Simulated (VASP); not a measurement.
# Pd (P6_3/mmc) in VASP: notebook

Runs on Pd. Level: PBEsol. Tasks: relaxation of cell and atoms, single point.

Everything below comes from runs of VASP 6.6.1. Logs are shortened: lines on timing, memory, paths and dates and some standing lists are left out, and cuts for length are marked.

## Step 1: The cell of the first run

It takes space group P6_3/mmc (No. 194, hexagonal). The conventional cell has a = 2.784 Å, b = 2.784 Å, c = 4.629 Å, α = 90.00°, β = 90.00°, γ = 120.00°. Pd (site symmetry -6m2) has 12 Pd at 2.78 to 2.82 Å within 3.7 Å.

## Step 2: Relaxation of cell and atoms, PBEsol

Input file INCAR:

```
SYSTEM = Pd
PREC     = Accurate       ! precision mode
ENCUT    = 600            ! plane-wave cutoff, eV
EDIFF    = 1E-6           ! SCF threshold, eV
ISMEAR   = 0              ! smearing method
SIGMA    = 0.1            ! smearing width, eV
LREAL    = .FALSE.        ! projectors in reciprocal space
LASPH    = .TRUE.         ! aspherical terms in the spheres
NELM     = 80             ! most SCF steps
ALGO     = Fast           ! electronic algorithm
ISIF     = 3              ! what is computed and relaxed
LWAVE    = .FALSE.        ! write WAVECAR
LCHARG   = .FALSE.        ! write CHGCAR
GGA      = PS             ! functional
IBRION   = 2              ! ionic algorithm
NSW      = 90             ! ionic steps
EDIFFG   = -0.04          ! ionic threshold
```

Input file KPOINTS:

```
regular mesh
0
G
  9 9 4
  0 0 0
```

Input file POSCAR:

```
Pd
1.0
    2.7836650458      0.0000000000      0.0000000000
   -1.3918325229      2.4107246453      0.0000000000
    0.0000000000      0.0000000000      4.6288930000
Pd
2
Direct
    0.6666666700      0.3333333300      0.7500000000
    0.3333333300      0.6666666700      0.2500000000
```

Potentials or basis: VASP PAW PBE potentials, release 64 (Pd).

The run is started by

```sh
cat potpaw_PBE.64/Pd/POTCAR > POTCAR
mpirun -np 1 vasp_std > vasp.out
```

OUTCAR:

```text
SYSTEM = Pd
   PREC = Accurate
   ENCUT = 600
   EDIFF = 1E-6
   ISMEAR = 0
   LREAL = .FALSE.
   LASPH = .TRUE.
   NELM = 80
   ISIF = 3
   GGA = PS
   IBRION = 2
   NSW = 90
   EDIFFG = -0.04

 ion  position               nearest neighbor table
   1  0.667  0.333  0.750-   2 2.82   2 2.82   2 2.82   2 2.82   2 2.82   2 2.82
   2  0.333  0.667  0.250-   1 2.82   1 2.82   1 2.82   1 2.82   1 2.82   1 2.82

  LATTYP: Found a hexagonal cell.
 ALAT       =     2.7836650458
 C/A-ratio  =     1.6628771507

  Lattice vectors:

 A1 = (   2.7836650458,   0.0000000000,   0.0000000000)
 A2 = (  -1.3918325229,   2.4107246453,   0.0000000000)
 A3 = (   0.0000000000,   0.0000000000,   4.6288930000)

Analysis of symmetry for initial positions (statically):
=====================================================================
 Subroutine PRICEL returns:
 Original cell was already a primitive cell.

 Routine SETGRP: Setting up the symmetry group for a
 hexagonal supercell.

 Subroutine GETGRP returns: Found 24 space group operations
 (whereof 12 operations were pure point group operations)
 out of a pool of 24 trial point group operations.

The static configuration has the point symmetry D_3d.
 The point group associated with its full space group is D_6h.

Analysis of symmetry for dynamics (positions and initial velocities):
=====================================================================
 Subroutine PRICEL returns:
 Original cell was already a primitive cell.

 Routine SETGRP: Setting up the symmetry group for a
 hexagonal supercell.

 Subroutine GETGRP returns: Found 24 space group operations
 (whereof 12 operations were pure point group operations)
 out of a pool of 24 trial point group operations.

The dynamic configuration has the point symmetry D_3d.
 The point group associated with its full space group is D_6h.

 Subroutine INISYM returns: Found 24 space group operations
 (whereof 12 operations are pure point group operations),
 and found     1 'primitive' translations

----------------------------------------------------------------------------------------

                                     Primitive cell

  volume of cell :      31.0629

  direct lattice vectors                    reciprocal lattice vectors
     2.783665046  0.000000000  0.000000000     0.359238624  0.207406516  0.000000000
    -1.391832523  2.410724645  0.000000000     0.000000000  0.414813032  0.000000000
     0.000000000  0.000000000  4.628893000     0.000000000  0.000000000  0.216034374

  length of vectors
     2.783665046  2.783665046  4.628893000     0.414813032  0.414813032  0.216034374

  position of ions in fractional coordinates (direct lattice)
     0.666666670  0.333333330  0.750000000
     0.333333330  0.666666670  0.250000000

  ion indices of the primitive-cell ions
   primitive index   ion index
                 1           1
                 2           2

----------------------------------------------------------------------------------------

 KPOINTS: regular mesh

Automatic generation of k-mesh.
 Grid dimensions read from file:
 generate k-points for:    9    9    4

 Generating k-lattice:

  Cartesian coordinates                     Fractional coordinates (reciprocal lattice)
     0.039915403  0.023045168  0.000000000     0.111111111  0.000000000  0.000000000
     0.000000000  0.046090337  0.000000000     0.000000000  0.111111111  0.000000000
     0.000000000  0.000000000  0.054008593     0.000000000  0.000000000  0.250000000

  Length of vectors
     0.046090337  0.046090337  0.054008593

  Shift w.r.t. Gamma in fractional coordinates (k-lattice)
     0.000000000  0.000000000  0.000000000

 Subroutine IBZKPT returns following result:
 ===========================================

 Found     36 irreducible k-points:

 Following reciprocal coordinates:
            Coordinates               Weight
  0.000000  0.000000  0.000000      1.000000
  0.111111 -0.000000  0.000000      6.000000
  0.222222  0.000000  0.000000      6.000000
  0.333333 -0.000000  0.000000      6.000000
  0.444444  0.000000  0.000000      6.000000
  0.111111  0.111111  0.000000      6.000000
[... 16 lines left out ...]
  0.333333  0.222222  0.250000     24.000000
  0.333333  0.333333  0.250000      4.000000
 [... further k-points ...]
   k-points           NKPTS =     36   k-points in BZ     NKDIM =     36   number of bands    NBANDS=     14
   number of dos      NEDOS =    301   number of ions     NIONS =      2
   total plane-waves  NPLWV =  23040
   dimension x,y,z NGX =    24 NGY =   24 NGZ =   40
   dimension x,y,z NGXF=    48 NGYF=   48 NGZF=   80
   ions per type =               2
   NGX,Y,Z   is equivalent  to a cutoff of  14.33, 14.33, 14.37 a.u.
   NGXF,Y,Z  is equivalent  to a cutoff of  28.67, 28.67, 28.73 a.u.
 SYSTEM =  Pd
   PREC   = accura    normal or accurate (medium, high low for compatibility)
   ISTART =      0    job   : 0-new  1-cont  2-samecut
   ICHARG =      2    charge: 1-file 2-atom 10-const
   ISPIN  =      1    spin polarized calculation?
   LNONCOLLINEAR =      F non collinear calculations
   LSORBIT =      F    spin-orbit coupling
   LASPH  =      T    aspherical Exc in radial PAW
   ENCUT  =  600.0 eV  44.10 Ry    6.64 a.u.   5.56  5.56  9.25*2*pi/ulx,y,z
   NELM   =     80;   NELMIN=  2; NELMDL= -5     # of ELM steps
   EDIFF  = 0.1E-05   stopping-criterion for ELM
   LREAL  =      F    real-space projection
   EDIFFG = -.4E-01   stopping-criterion for IOM
   NSW    =     90    number of steps for IOM
   IBRION =      2    ionic relax: 0-MD 1-quasi-New 2-CG
   NFREE  =      1    steps in history (QN), initial steepest desc. (CG)
   ISIF   =      3    stress and relaxation
   ISYM   =      2    0-nonsym 1-usesym 2-fastsym
   POTIM  = 0.5000    time-step for ionic-motion
   TEBEG  =    0.0;   TEEND  =   0.0 temperature during run
   PSTRESS=    0.0 pullay stress
   NELECT =      20.0000    total number of electrons
   NUPDOWN=      -1.0000    fix difference up-down
   EMIN   =  10.00;   EMAX   =-10.00  energy-range for DOS
   EFERMI =   0.00;   METHOD = LEGACY
   ISMEAR =     0;   SIGMA  =   0.10  broadening in eV -4-tet -1-fermi 0-gaus
   EFERMI_NEDOS =   21; number of points for ismear=-14 and -15
   IALGO  =     68    algorithm
   IMIX   =      4    mixing-type and parameters
     AMIX     =   0.40;   BMIX     =  1.00
     AMIX_MAG =   1.60;   BMIX_MAG =  1.00
  volume/ion in A,a.u.               =      15.53       104.81
  Fermi-wavevector in a.u.,A,eV,Ry     =   1.413636  2.671385 27.189429  1.998367
  Thomas-Fermi vector in A             =   2.535261
   LORBIT       =      0    0 simple, 1 ext, 2 COOP (PROOUT), +10 PAW based schemes
   GGA     = PS    functional components
   LHFCALC =     F    Hartree Fock is set to
   AEXX    =    0.0000 exact exchange contribution
   IVDW    =     0    specifies the selected vdW correction
   LEPSILON=     F    determine dielectric tensor
   LRPA    =     F    only Hartree local field effects (RPA)
 conjugate gradient relaxation of ions
 non-spin polarized calculation
 RMM-DIIS sequential band-by-band and
 Gauss-broadening in eV      SIGMA  =   0.10
  energy-cutoff  :      600.00
  volume of cell :       31.06
 maximum number of plane-waves:      1055
 NGX is ok and might be reduce to    24

--------------------------------------- Ionic step        1  -------------------------------------------

 number of electron      20.0000005 magnetization

 Free energy of the ion-electron system (eV)
  ---------------------------------------------------
  ext. energy  EPLUGINS =         0.00000000
  ---------------------------------------------------
  free energy    TOTEN  =       -11.78873983 eV

  energy without entropy =      -11.74778000  energy(sigma->0) =      -11.76825991

------------------------ aborting loop because EDIFF is reached ----------------------------------------

  FORCE on cell =-STRESS in cart. coord.  units (eV):
  Direction    XX          YY          ZZ          XY          YZ          ZX
  --------------------------------------------------------------------------------------
  -------------------------------------------------------------------------------------
  Total       -2.0900352     -2.0900352     -1.9418243     -0.0000000     -0.0000000      0.0000000
  in kB     -107.8009172   -107.8009172   -100.1564205     -0.0000000     -0.0000000      0.0000000
  external PRESSURE =    -105.2527516 kB  Pullay stress =       0.0000000 kB
[... 21 lines left out ...]
  energy  without entropy=      -11.7477799998  energy(sigma->0) =      -11.76825991

--------------------------------------- Ionic step        2  -------------------------------------------

 number of electron      20.0000003 magnetization

 E-fermi :  11.4194     XC(G=0): -14.0076

 val. band max:       11.4080545675   @ k =   0.4444   0.0000   0.2500
 cond. band min:      11.4409120790   @ k =   0.3333  -0.0000   0.0000
 fundamental gap:      0.0328575115
 Fermi energy:        11.4193917793

 k-point     1 :       0.0000    0.0000    0.0000
  band No.  band energies     occupation
      1       3.3610      2.00000
      2       5.2209      2.00000
      3       7.9090      2.00000
      4       8.1675      2.00000
      5       8.1675      2.00000
      6       8.5899      2.00000
      7       8.5899      2.00000
      8       9.4495      2.00000
      9       9.4495      2.00000
     10      11.1410      1.99992
     11      11.1410      1.99992
     12      11.9009      0.00000
     13      19.1637      0.00000
     14      28.5813      0.00000
[... 460 lines left out ...]
  energy  without entropy=      -11.8167027941  energy(sigma->0) =      -11.83557152

--------------------------------------- Ionic step        4  -------------------------------------------

 number of electron      19.9999997 magnetization

 Free energy of the ion-electron system (eV)
  ---------------------------------------------------
  ext. energy  EPLUGINS =         0.00000000
  ---------------------------------------------------
  free energy    TOTEN  =       -11.85447339 eV

  energy without entropy =      -11.81680352  energy(sigma->0) =      -11.83563846

 E-fermi :   9.7940     XC(G=0): -13.4412

 val. band max:        9.7734409551   @ k =   0.4444   0.0000   0.2500
 cond. band min:       9.8080035147   @ k =   0.3333  -0.0000   0.0000
 fundamental gap:      0.0345625596
 Fermi energy:         9.7939858474

 k-point     1 :       0.0000    0.0000    0.0000
  band No.  band energies     occupation
      1       2.4726      2.00000
      2       4.3579      2.00000
      3       6.7732      2.00000
      4       6.9891      2.00000
      5       6.9891      2.00000
      6       7.3534      2.00000
      7       7.3534      2.00000
      8       8.0822      2.00000
      9       8.0822      2.00000
     10       9.5547      1.99929
     11       9.5547      1.99929
     12      10.5209      0.00000
     13      16.8323      0.00000
     14      26.8973      0.00000
[... 420 lines left out ...]
  FREE ENERGIE OF THE ION-ELECTRON SYSTEM (eV)
  ---------------------------------------------------
  free  energy   TOTEN  =       -11.8544733889 eV

  energy  without entropy=      -11.8168035238  energy(sigma->0) =      -11.83563846

 reached required accuracy - stopping structural energy minimisation
```

It used 110 s of CPU time on 1 thread of AMD EPYC 7R13 Processor (Zen 3), on a shared host.

Results:

```
Free energy                            : -11.8545 eV
Relaxed volume                         : 14.60 Å³/atom
Relaxed cell                           : a = 2.726 Å, b = 2.726 Å, c = 4.539 Å, α = 90.00°, β = 90.00°, γ = 120.00°
Space group after relaxing (to 0.05 Å) : P6_3/mmc (No. 194)
Energy gained by relaxing              : 32.9 meV/atom
Ionic steps                            : 4
Pressure after relaxing                : 0.0 GPa
Band gap on the k mesh                 : zero (band 10 reaches 9.92 eV, above the bottom of band 11 at 9.08 eV)
```

Step by step:
| step | energy change (eV) | largest force (eV/Å) | pressure (GPa) | volume (Å³) |
| --- | --- | --- | --- | --- |
| 1 | 0.0000 | 0.0000 | -10.53 | 31.06 |
| 2 | 0.0989 | 0.0000 | 23.23 | 26.70 |
| 3 | -0.0657 | 0.0000 | -0.28 | 29.24 |
| 4 | -0.0657 | 0.0000 | 0.00 | 29.21 |

Final structure:
```
CELL_PARAMETERS angstrom
2.72566 0.00000 0.00000
-1.36283 2.36049 0.00000
0.00000 0.00000 4.53928
ATOMIC_POSITIONS crystal
Pd 0.66667 0.33333 0.75000
Pd 0.33333 0.66667 0.25000
```

Levels at points of the mesh, in eV from the Fermi level:
```
           k point  band 6  band 7  band 8  band 9  band 10  band 11  band 12  band 13  band 14
(0.00, 0.00, 0.00)   -2.44   -2.44   -1.71   -1.71    -0.24    -0.24     0.73     7.04    17.10
(0.00, 0.00, 0.50)   -2.85   -2.85   -2.85   -0.71    -0.71    -0.71    -0.71    14.12    14.12
```

Caveat: the PAW data sets were made with another functional, which shifts forces and pressure a little.

## Step 3: Single point, PBEsol

This run uses another cell than the first one: it holds 4 atoms, not 2.

Input file INCAR:

```
  ALGO = Normal
  EDIFF = 1E-6
  ENCUT = 500
  GGA = PS
  GGA_COMPAT = F
  ISIF = 2
  ISMEAR = 0
  LASPH = T
  LCHARG = F
  LREAL = F
  LWAVE = F
  NBANDS = 28
  NELM = 120
  PREC = Accurate
  SIGMA = 0.1
```

Input file KPOINTS:

```
k-points
0
Gamma
  9 9 2
```

Input file POSCAR:

```
Pd
1.0
    2.7355022753      0.0000000000      0.0000000000
   -1.3677511377      2.3690144625      0.0000000000
    0.0000000000      0.0000000000      8.9958474989
Pd
4
Direct
    0.0000000000      0.0000000000      0.0000000000
    0.3333333333      0.6666666667      0.2500000000
    0.0000000000      0.0000000000      0.5000000000
    0.6666666667      0.3333333333      0.7500000000
```

Potentials or basis: VASP PAW PBE potentials, release 64 (Pd).

The run is started by

```sh
cat potpaw_PBE.64/Pd/POTCAR > POTCAR
mpirun -np 1 vasp_std > vasp.out
```

OUTCAR:

```text
EDIFF = 1E-6
   ENCUT = 500
   GGA = PS
   ISIF = 2
   ISMEAR = 0
   LASPH = T
   LREAL = F
   NELM = 120
   PREC = Accurate

 ion  position               nearest neighbor table
   1  0.000  0.000  0.000-   2 2.75   4 2.75   4 2.75   2 2.75   4 2.75   2 2.75
   2  0.333  0.667  0.250-   1 2.75   3 2.75   1 2.75   3 2.75   1 2.75   3 2.75
   3  0.000  0.000  0.500-   2 2.75   4 2.75   4 2.75   2 2.75   4 2.75   2 2.75
   4  0.667  0.333  0.750-   1 2.75   3 2.75   1 2.75   3 2.75   1 2.75   3 2.75

  LATTYP: Found a hexagonal cell.
 ALAT       =     2.7355022753
 C/A-ratio  =     3.2885542009

  Lattice vectors:

 A1 = (   2.7355022753,   0.0000000000,   0.0000000000)
 A2 = (  -1.3677511377,   2.3690144625,   0.0000000000)
 A3 = (   0.0000000000,   0.0000000000,   8.9958474989)

Analysis of symmetry for initial positions (statically):
=====================================================================
 Subroutine PRICEL returns:
 Original cell was already a primitive cell.

 Routine SETGRP: Setting up the symmetry group for a
[... 170 lines left out ...]
  free energy    TOTEN  =       -23.81387845 eV

  energy without entropy =      -23.75509194  energy(sigma->0) =      -23.78448519

 E-fermi :   9.8444     XC(G=0): -13.4545

 val. band max:        9.8429518356   @ k =   0.4444  -0.0000   0.0000
 cond. band min:       9.8479236315   @ k =   0.4444   0.1111   0.5000
 fundamental gap:      0.0049717959
 Fermi energy:         9.8443814109

 k-point     1 :       0.0000    0.0000    0.0000
  band No.  band energies     occupation
      1       2.4904      2.00000
      2       4.1808      2.00000
      3       4.1931      2.00000
      4       4.3820      2.00000
      5       6.8234      2.00000
      6       6.8637      2.00000
[... 733 lines left out ...]
     27      20.0287      0.00000
     28      20.0287      0.00000

------------------------ aborting loop because EDIFF is reached ----------------------------------------

  FORCE on cell =-STRESS in cart. coord.  units (eV):
  Direction    XX          YY          ZZ          XY          YZ          ZX
  --------------------------------------------------------------------------------------
  -------------------------------------------------------------------------------------
  Total       -0.0732215     -0.0732215     -0.1015854      0.0000000      0.0000000     -0.0000000
  in kB       -2.0123444     -2.0123444     -2.7918680      0.0000000      0.0000000     -0.0000000
  external PRESSURE =      -2.2721856 kB  Pullay stress =       0.0000000 kB

 VOLUME and BASIS-vectors are now :
 -----------------------------------------------------------------------------
  energy-cutoff  :      500.00
  volume of cell :       58.30
      direct lattice vectors                 reciprocal lattice vectors
     2.735502275  0.000000000  0.000000000     0.365563578  0.211058230  0.000000000
    -1.367751138  2.369014463  0.000000000     0.000000000  0.422116461  0.000000000
     0.000000000  0.000000000  8.995847499     0.000000000  0.000000000  0.111162400

 POSITION                                       TOTAL-FORCE (eV/Angst)
 -----------------------------------------------------------------------------------
      0.00000      0.00000      0.00000         0.000000      0.000000      0.000000
     -0.00000      1.57934      2.24896         0.000000     -0.000000     -0.000000
      0.00000      0.00000      4.49792         0.000000      0.000000      0.000000
      1.36775      0.78967      6.74689        -0.000000      0.000000      0.000000
 -----------------------------------------------------------------------------------
    total drift:                                0.000000     -0.000000      0.000000

  FREE ENERGIE OF THE ION-ELECTRON SYSTEM (eV)
  ---------------------------------------------------
  free  energy   TOTEN  =       -23.8138784457 eV

  energy  without entropy=      -23.7550919420  energy(sigma->0) =      -23.78448519
```

stdout:

```text
POSCAR found type information on POSCAR Pd
 POSCAR found :  1 types and       4 ions
 scaLAPACK will be used
 -----------------------------------------------------------------------------
|                                                                             |
|                                                                             |
|     You enforced a specific xc type in the INCAR file but a different       |
|     I HOPE YOU KNOW WHAT YOU ARE DOING!                                     |
|                                                                             |
 -----------------------------------------------------------------------------

 LDA part: xc-table for (Slater+PW92), standard interpolation
 POSCAR, INCAR and KPOINTS ok, starting setup
 FFT: planning ... GRIDC
 FFT: planning ... GRID_SOFT
 FFT: planning ... GRID
 WAVECAR not read
 entering main loop
```

Run time: 32 s. Hardware: 1 thread of Intel Xeon 6975P-C, shared host; peak memory 0.18 GiB.

Results:

```yaml
Free_energy: -23.8139 eV
Pressure: -0.2 GPa
Band_gap_on_the_k_mesh: zero (band 20 reaches 10.02 eV, above the bottom of band 21 at 9.12 eV)
```

Stress tensor (GPa, compression positive):
```
-0.20  0.00  0.00
 0.00 -0.20  0.00
 0.00  0.00 -0.28
```

Caveat: the PAW data sets were made with another functional, which shifts forces and pressure a little.
